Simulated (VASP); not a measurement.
# Be (P6_3/mmc) in VASP: a series of runs

The runs below take Be through single point, with RPBE.

Everything below comes from runs of VASP 6.6.1. Logs are shortened: lines on timing, memory, paths and dates and some standing lists are left out, and cuts for length are marked.

## 1. The cell of the first run

It takes space group P6_3/mmc (No. 194, hexagonal). The conventional cell has a = 2.180 Å, b = 2.180 Å, c = 6.934 Å, α = 90.00°, β = 90.00°, γ = 120.00°. Be (site symmetry -3m) has 12 Be at 2.14 to 2.18 Å within 2.8 Å. Be (site symmetry -6m2) has 12 Be at 2.14 to 2.18 Å within 2.8 Å.

## 2. Single point, RPBE (volume scaled by 0.88)

Contents of INCAR:

```
PREC = Accurate
ENCUT = 520
EDIFF = 1E-6
ISMEAR = -1
SIGMA = 0.1
LREAL = False
LASPH = True
NELM = 80
ALGO = Normal
ISIF = 2
LWAVE = False
LCHARG = True
GGA = RP
LELF = True
LVHAR = True
NBANDS = 12
```

Contents of KPOINTS:

```
regular mesh
0
Gamma
  18 18 5
```

Contents of POSCAR:

```
Be
1.0
    2.1799193473      0.0000000000      0.0000000000
   -1.0899596737      1.8878655329      0.0000000000
    0.0000000000      0.0000000000      6.9338641072
Be
4
Direct
    0.0000000000      1.0000000000      1.0000000000
    1.0000000000      1.0000000000      0.5000000000
    0.3333333333      0.6666666667      0.2500000000
    0.6666666667      0.3333333333      0.7500000000
```

Potentials or basis: VASP PAW PBE potentials, release 64 (Be).

Run with:

```
$ cat potpaw_PBE.64/Be/POTCAR > POTCAR
$ mpirun -np 1 vasp_std > vasp.out
```

OUTCAR:

```text
PREC = Accurate
   ENCUT = 520
   EDIFF = 1E-6
   ISMEAR = -1
   LREAL = False
   LASPH = True
   NELM = 80
   ISIF = 2
   GGA = RP

 ion  position               nearest neighbor table
   1  0.000  0.000  0.000-   3 2.14   4 2.14   3 2.14   4 2.14   4 2.14   3 2.14
   2  0.000  0.000  0.500-   3 2.14   4 2.14   3 2.14   4 2.14   4 2.14   3 2.14
   3  0.333  0.667  0.250-   1 2.14   2 2.14   1 2.14   2 2.14   1 2.14   2 2.14
   4  0.667  0.333  0.750-   1 2.14   2 2.14   1 2.14   2 2.14   1 2.14   2 2.14

  LATTYP: Found a hexagonal cell.
 ALAT       =     2.1799193473
 C/A-ratio  =     3.1807892874

  Lattice vectors:

 A1 = (   2.1799193473,   0.0000000000,   0.0000000000)
 A2 = (  -1.0899596737,   1.8878655329,   0.0000000000)
 A3 = (   0.0000000000,   0.0000000000,   6.9338641072)

Analysis of symmetry for initial positions (statically):
=====================================================================
 Subroutine PRICEL returns:
 Original cell was already a primitive cell.

 Routine SETGRP: Setting up the symmetry group for a
 hexagonal supercell.

 Subroutine GETGRP returns: Found 24 space group operations
 (whereof 12 operations were pure point group operations)
 out of a pool of 24 trial point group operations.

The static configuration has the point symmetry D_3d.
 The point group associated with its full space group is D_6h.

Analysis of symmetry for dynamics (positions and initial velocities):
=====================================================================
 Subroutine PRICEL returns:
 Original cell was already a primitive cell.

 Routine SETGRP: Setting up the symmetry group for a
 hexagonal supercell.

 Subroutine GETGRP returns: Found 24 space group operations
 (whereof 12 operations were pure point group operations)
 out of a pool of 24 trial point group operations.

The dynamic configuration has the point symmetry D_3d.
 The point group associated with its full space group is D_6h.

 Subroutine INISYM returns: Found 24 space group operations
 (whereof 12 operations are pure point group operations),
 and found     1 'primitive' translations

----------------------------------------------------------------------------------------

                                     Primitive cell

  volume of cell :      28.5356

  direct lattice vectors                    reciprocal lattice vectors
     2.179919347  0.000000000  0.000000000     0.458732568  0.264849372  0.000000000
    -1.089959674  1.887865533  0.000000000     0.000000000  0.529698743  0.000000000
     0.000000000  0.000000000  6.933864107     0.000000000  0.000000000  0.144219729

  length of vectors
     2.179919347  2.179919347  6.933864107     0.529698743  0.529698743  0.144219729

  position of ions in fractional coordinates (direct lattice)
     0.000000000  0.000000000  0.000000000
     0.000000000  0.000000000  0.500000000
     0.333333333  0.666666667  0.250000000
     0.666666667  0.333333333  0.750000000

  ion indices of the primitive-cell ions
   primitive index   ion index
                 1           1
                 2           2
                 3           3
                 4           4

----------------------------------------------------------------------------------------

 KPOINTS: regular mesh

Automatic generation of k-mesh.
 Grid dimensions read from file:
 generate k-points for:   18   18    5

 Generating k-lattice:

  Cartesian coordinates                     Fractional coordinates (reciprocal lattice)
     0.025485143  0.014713854  0.000000000     0.055555556 -0.000000000  0.000000000
     0.000000000  0.029427708  0.000000000     0.000000000  0.055555556  0.000000000
     0.000000000  0.000000000  0.028843946     0.000000000  0.000000000  0.200000000

  Length of vectors
     0.029427708  0.029427708  0.028843946

  Shift w.r.t. Gamma in fractional coordinates (k-lattice)
     0.000000000  0.000000000  0.000000000

 Subroutine IBZKPT returns following result:
 ===========================================

 Found    111 irreducible k-points:

 Following reciprocal coordinates:
            Coordinates               Weight
  0.000000  0.000000  0.000000      1.000000
  0.055556  0.000000  0.000000      6.000000
  0.111111  0.000000  0.000000      6.000000
  0.166667 -0.000000  0.000000      6.000000
  0.222222 -0.000000  0.000000      6.000000
  0.277778 -0.000000  0.000000      6.000000
[... 16 lines left out ...]
  0.333333  0.111111  0.000000     12.000000
  0.388889  0.111111  0.000000     12.000000
 [... further k-points ...]
   k-points           NKPTS =    111   k-points in BZ     NKDIM =    111   number of bands    NBANDS=     12
   number of dos      NEDOS =    301   number of ions     NIONS =      4
   total plane-waves  NPLWV =  13824
   dimension x,y,z NGX =    16 NGY =   16 NGZ =   54
   dimension x,y,z NGXF=    32 NGYF=   32 NGZF=  108
   ions per type =               4
   NGX,Y,Z   is equivalent  to a cutoff of  12.20, 12.20, 12.95 a.u.
   NGXF,Y,Z  is equivalent  to a cutoff of  24.40, 24.40, 25.89 a.u.
 SYSTEM =  unknown system
   PREC   = accura    normal or accurate (medium, high low for compatibility)
   ISTART =      0    job   : 0-new  1-cont  2-samecut
   ICHARG =      2    charge: 1-file 2-atom 10-const
   ISPIN  =      1    spin polarized calculation?
   LNONCOLLINEAR =      F non collinear calculations
   LSORBIT =      F    spin-orbit coupling
   LASPH  =      T    aspherical Exc in radial PAW
   ENCUT  =  520.0 eV  38.22 Ry    6.18 a.u.   4.05  4.05 12.89*2*pi/ulx,y,z
   NELM   =     80;   NELMIN=  2; NELMDL= -5     # of ELM steps
   EDIFF  = 0.1E-05   stopping-criterion for ELM
   LREAL  =      F    real-space projection
   EDIFFG = 0.1E-04   stopping-criterion for IOM
   NSW    =      0    number of steps for IOM
   IBRION =     -1    ionic relax: 0-MD 1-quasi-New 2-CG
   NFREE  =      0    steps in history (QN), initial steepest desc. (CG)
   ISIF   =      2    stress and relaxation
   ISYM   =      2    0-nonsym 1-usesym 2-fastsym
   POTIM  = 0.5000    time-step for ionic-motion
   TEBEG  =    0.0;   TEEND  =   0.0 temperature during run
   PSTRESS=    0.0 pullay stress
   NELECT =       8.0000    total number of electrons
   NUPDOWN=      -1.0000    fix difference up-down
   EMIN   =  10.00;   EMAX   =-10.00  energy-range for DOS
   EFERMI =   0.00;   METHOD = LEGACY
   ISMEAR =    -1;   SIGMA  =   0.10  broadening in eV -4-tet -1-fermi 0-gaus
   EFERMI_NEDOS =   21; number of points for ismear=-14 and -15
   IALGO  =     38    algorithm
   IMIX   =      4    mixing-type and parameters
     AMIX     =   0.40;   BMIX     =  1.00
     AMIX_MAG =   1.60;   BMIX_MAG =  1.00
  volume/ion in A,a.u.               =       7.13        48.14
  Fermi-wavevector in a.u.,A,eV,Ry     =   1.071460  2.024765 15.619844  1.148026
  Thomas-Fermi vector in A             =   2.207201
   LORBIT       =      0    0 simple, 1 ext, 2 COOP (PROOUT), +10 PAW based schemes
   GGA     = RP    functional components
   LHFCALC =     F    Hartree Fock is set to
   AEXX    =    0.0000 exact exchange contribution
   IVDW    =     0    specifies the selected vdW correction
   LEPSILON=     F    determine dielectric tensor
   LRPA    =     F    only Hartree local field effects (RPA)
 non-spin polarized calculation
  energy-cutoff  :      520.00
  volume of cell :       28.54
 maximum number of plane-waves:       782
   NGX =  9   NGY =  9   NGZ = 25

 number of electron       8.0000000 magnetization

 Free energy of the ion-electron system (eV)
  ---------------------------------------------------
  ext. energy  EPLUGINS =         0.00000000
  ---------------------------------------------------
  free energy    TOTEN  =       -13.72481643 eV

  energy without entropy =      -13.71489079  energy(sigma->0) =      -13.71985361

 E-fermi :   8.2045     XC(G=0): -10.9510

 val. band max:        8.1961644133   @ k =   0.3333   0.2778   0.2000
 cond. band min:       8.3485528571   @ k =   0.3333   0.2778   0.4000
 fundamental gap:      0.1523884438
 Fermi energy:         8.2045349564

 k-point     1 :       0.0000    0.0000    0.0000
  band No.  band energies     occupation
      1      -3.9822      2.00000
      2      -1.7667      2.00000
      3      -1.7366      2.00000
      4       3.0761      2.00000
      5       9.2557      0.00005
      6      19.3000      0.00000
      7      19.3036      0.00000
      8      25.8390      0.00000
      9      25.8390      0.00000
     10      27.0867      0.00000
     11      27.0889      0.00000
     12      27.4853      0.00000

 k-point     2 :       0.0556    0.0000    0.0000
  band No.  band energies     occupation
      1      -3.8890      2.00000
      2      -1.6707      2.00000
      3      -1.6404      2.00000
      4       3.2018      2.00000
      5       9.2785      0.00004
      6      19.3176      0.00000
      7      19.3310      0.00000
      8      24.9536      0.00000
      9      25.1225      0.00000
     10      26.7397      0.00000
     11      26.9292      0.00000
     12      26.9629      0.00000

 k-point     3 :       0.1111    0.0000    0.0000
  band No.  band energies     occupation
      1      -3.6092      2.00000
      2      -1.3831      2.00000
      3      -1.3527      2.00000
      4       3.5785      2.00000
      5       9.3414      0.00002
      6      19.3001      0.00000
      7      19.3833      0.00000
      8      23.1069      0.00000
      9      23.8285      0.00000
     10      25.1775      0.00000
     11      25.3815      0.00000
     12      26.1303      0.00000
[... 286 lines left out ...]
 k-point    23 :       0.3333    0.1111    0.0000
  band No.  band energies     occupation
      1       0.8569      2.00000
      2       2.9588      2.00000
      3       2.9683      2.00000
      4       7.6424      1.99279
      5       9.3417      0.00002
      6      11.8368      0.00000
      7      12.3767      0.00000
      8      13.9705      0.00000
      9      16.5724      0.00000
     10      18.6410      0.00000
     11      19.2203      0.00000
     12      20.4851      0.00000

 k-point    24 :       0.3889    0.1111    0.0000
  band No.  band energies     occupation
      1       2.1517      2.00000
      2       3.9068      2.00000
      3       3.9767      2.00000
      4       6.1993      2.00000
      5       9.9591      0.00000
      6      10.3486      0.00000
      7      11.8820      0.00000
      8      14.1242      0.00000
      9      15.7140      0.00000
     10      16.2799      0.00000
     11      19.0645      0.00000
     12      20.2860      0.00000

 [... further k-points ...]

------------------------ aborting loop because EDIFF is reached ----------------------------------------

  FORCE on cell =-STRESS in cart. coord.  units (eV):
  Direction    XX          YY          ZZ          XY          YZ          ZX
  --------------------------------------------------------------------------------------
  -------------------------------------------------------------------------------------
  Total        3.1279666      3.1279666      3.7157131     -0.0000000      0.0000000      0.0000000
  in kB      175.6248174    175.6248174    208.6248067     -0.0000000      0.0000000      0.0000000
  external PRESSURE =     186.6248138 kB  Pullay stress =       0.0000000 kB

 VOLUME and BASIS-vectors are now :
 -----------------------------------------------------------------------------
  energy-cutoff  :      520.00
  volume of cell :       28.54
      direct lattice vectors                 reciprocal lattice vectors
     2.179919347  0.000000000  0.000000000     0.458732568  0.264849372  0.000000000
    -1.089959674  1.887865533  0.000000000     0.000000000  0.529698743  0.000000000
     0.000000000  0.000000000  6.933864107     0.000000000  0.000000000  0.144219729

 POSITION                                       TOTAL-FORCE (eV/Angst)
 -----------------------------------------------------------------------------------
      0.00000      0.00000      0.00000        -0.000000      0.000000     -0.000000
      0.00000      0.00000      3.46693        -0.000000      0.000000     -0.000000
     -0.00000      1.25858      1.73347        -0.000000      0.000000     -0.000000
      1.08996      0.62929      5.20040         0.000000     -0.000000      0.000000
 -----------------------------------------------------------------------------------
    total drift:                                0.000000     -0.000000     -0.000000

  FREE ENERGIE OF THE ION-ELECTRON SYSTEM (eV)
  ---------------------------------------------------
  free  energy   TOTEN  =       -13.7248164336 eV

  energy  without entropy=      -13.7148907866  energy(sigma->0) =      -13.71985361
```

It took 16 s on 1 thread of Intel Xeon Platinum 8375C at 2.90GHz (Ice Lake), shared host; peak memory 0.15 GiB.

Results:

- Free energy: -13.7248 eV
- Pressure: 18.7 GPa
- Band gap on the k mesh: zero (band 4 reaches 8.94 eV, above the bottom of band 5 at 7.44 eV)

Caveat: the PAW data sets were made with another functional, which shifts forces and pressure a little.

## 3. Single point, RPBE (volume scaled by 0.92)

Contents of INCAR:

```
  PREC = Accurate
  ENCUT = 520
  EDIFF = 1E-6
  ISMEAR = -1
  SIGMA = 0.1
  LREAL = F
  LASPH = T
  NELM = 60
  ALGO = Normal
  ISIF = 2
  LWAVE = F
  LCHARG = F
  GGA = RP
  NBANDS = 12
```

KPOINTS is that of step 2.

Contents of POSCAR:

```
Be
1.0
    2.2124602544      0.0000000000      0.0000000000
   -1.1062301272      1.9160467852      0.0000000000
    0.0000000000      0.0000000000      7.0373698761
Be
4
Direct
    0.0000000000      1.0000000000      1.0000000000
    1.0000000000      1.0000000000      0.5000000000
    0.3333333333      0.6666666667      0.2500000000
    0.6666666667      0.3333333333      0.7500000000
```

Potentials or basis: VASP PAW PBE potentials, release 64 (Be).

Run with:

```
$ cat potpaw_PBE.64/Be/POTCAR > POTCAR
$ mpirun -np 1 vasp_std > vasp.out
```

OUTCAR:

```text
PREC = Accurate
   ENCUT = 520
   EDIFF = 1E-6
   ISMEAR = -1
   LREAL = F
   LASPH = T
   NELM = 60
   ISIF = 2
   GGA = RP

 ion  position               nearest neighbor table
   1  0.000  0.000  0.000-   3 2.17   4 2.17   4 2.17   3 2.17   4 2.17   3 2.17
   2  0.000  0.000  0.500-   3 2.17   4 2.17   4 2.17   3 2.17   4 2.17   3 2.17
   3  0.333  0.667  0.250-   1 2.17   2 2.17   1 2.17   2 2.17   1 2.17   2 2.17
   4  0.667  0.333  0.750-   1 2.17   2 2.17   1 2.17   2 2.17   1 2.17   2 2.17

  LATTYP: Found a hexagonal cell.
 ALAT       =     2.2124602544
 C/A-ratio  =     3.1807892874

  Lattice vectors:

 A1 = (   2.2124602544,   0.0000000000,   0.0000000000)
 A2 = (  -1.1062301272,   1.9160467852,   0.0000000000)
 A3 = (   0.0000000000,   0.0000000000,   7.0373698761)

Analysis of symmetry for initial positions (statically):
=====================================================================
 Subroutine PRICEL returns:
 Original cell was already a primitive cell.

 Routine SETGRP: Setting up the symmetry group for a
 hexagonal supercell.

[... 187 lines left out ...]
      8      24.8460      0.00000
      9      24.8460      0.00000
     10      26.0557      0.00000
     11      26.0560      0.00000
     12      26.4332      0.00000
[... 331 lines left out ...]
 k-point    24 :       0.3889    0.1111    0.0000
  band No.  band energies     occupation
      1       1.9231      2.00000
      2       3.6466      2.00000
      3       3.7186      2.00000
      4       5.8519      2.00000
      5       9.4686      0.00000
      6       9.8133      0.00000
      7      11.3846      0.00000
      8      13.5450      0.00000
      9      15.0792      0.00000
     10      15.6582      0.00000
     11      18.2994      0.00000
     12      19.4003      0.00000

 [... further k-points ...]

------------------------ aborting loop because EDIFF is reached ----------------------------------------

  FORCE on cell =-STRESS in cart. coord.  units (eV):
  Direction    XX          YY          ZZ          XY          YZ          ZX
  --------------------------------------------------------------------------------------
  -------------------------------------------------------------------------------------
  Total        1.9614587      1.9614587      2.4086602      0.0000000      0.0000000      0.0000000
  in kB      105.3410869    105.3410870    129.3582554      0.0000000      0.0000000      0.0000000
  external PRESSURE =     113.3468098 kB  Pullay stress =       0.0000000 kB

 VOLUME and BASIS-vectors are now :
 -----------------------------------------------------------------------------
  energy-cutoff  :      520.00
  volume of cell :       29.83
      direct lattice vectors                 reciprocal lattice vectors
     2.212460254  0.000000000  0.000000000     0.451985521  0.260953962  0.000000000
    -1.106230127  1.916046785  0.000000000     0.000000000  0.521907924  0.000000000
     0.000000000  0.000000000  7.037369876     0.000000000  0.000000000  0.142098542

 POSITION                                       TOTAL-FORCE (eV/Angst)
 -----------------------------------------------------------------------------------
      0.00000      0.00000      0.00000         0.000000     -0.000000     -0.000000
      0.00000      0.00000      3.51868        -0.000000     -0.000000     -0.000000
     -0.00000      1.27736      1.75934         0.000000      0.000000     -0.000000
      1.10623      0.63868      5.27803        -0.000000      0.000000      0.000000
 -----------------------------------------------------------------------------------
    total drift:                                0.000000     -0.000000     -0.000000

  FREE ENERGIE OF THE ION-ELECTRON SYSTEM (eV)
  ---------------------------------------------------
  free  energy   TOTEN  =       -13.8453955829 eV

  energy  without entropy=      -13.8352001357  energy(sigma->0) =      -13.84029786
```

stdout:

```text
POSCAR found type information on POSCAR Be
 POSCAR found :  1 types and       4 ions
 scaLAPACK will be used
 -----------------------------------------------------------------------------
|                                                                             |
|                                                                             |
|     You enforced a specific xc type in the INCAR file but a different       |
|     I HOPE YOU KNOW WHAT YOU ARE DOING!                                     |
|                                                                             |
 -----------------------------------------------------------------------------

 LDA part: xc-table for (Slater+PW92), standard interpolation
 POSCAR, INCAR and KPOINTS ok, starting setup
 FFT: planning ... GRIDC
 FFT: planning ... GRID_SOFT
 FFT: planning ... GRID
 WAVECAR not read
 entering main loop
```

Run time: 16 s. Hardware: 1 thread of Intel Xeon Platinum 8375C at 2.90GHz (Ice Lake), shared host; peak memory 0.15 GiB.

Results:

```yaml
Free_energy: -13.8454 eV
Pressure: 11.3 GPa
Band_gap_on_the_k_mesh: zero (band 4 reaches 8.54 eV, above the bottom of band 5 at 7.09 eV)
```

Stress tensor (GPa, compression positive):
```
10.53  0.00  0.00
 0.00 10.53  0.00
 0.00  0.00 12.94
```

Caveat: the PAW data sets were made with another functional, which shifts forces and pressure a little.

(Continued in part 2 of 2.)
